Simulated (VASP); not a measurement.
Runs of VASP 6.6.1 on SiC (Moissanite 3C). The structure is that of space group F-43m (No. 216), or close to it. The cells are those of the table. 

| cell | gap on the mesh (eV) | pressure (GPa) |
| --- | --- | --- |
| a = 3.026 Å, angles 60.0°, 2 atoms | 1.18 | 13.6 |
| a = 3.109 Å, angles 60.0°, 2 atoms | 1.26 | (c) |
| a = 3.162 Å, angles 60.0°, 2 atoms | (a) | -14.6 |
| a = 3.082 Å, angles 60.0°, 2 atoms | 1.23 | 0.0 |
| a = 3.135 Å, angles 60.0°, 2 atoms | 1.28 | -10.4 |
| a = 2.997 Å, angles 60.0°, 2 atoms | 1.15 | 21.8 |
| a = 3.054 Å, angles 60.0°, 2 atoms | (b) | 6.4 |

Alike in all rows: task single point; level PBEsol; potentials or basis VASP PAW PBE potentials, release 64 (Si, C); no spin polarisation; k mesh 8 × 8 × 8; cutoff (eV) 600; smearing gaussian 0.01 eV.

Problem. Estimate the missing entries.

Solution. (a) 1.30; (b) 1.21; (c) -5.5.

Caveats: the PAW data sets were made with another functional, which shifts forces and pressure a little.

A k mesh can miss the band edges.
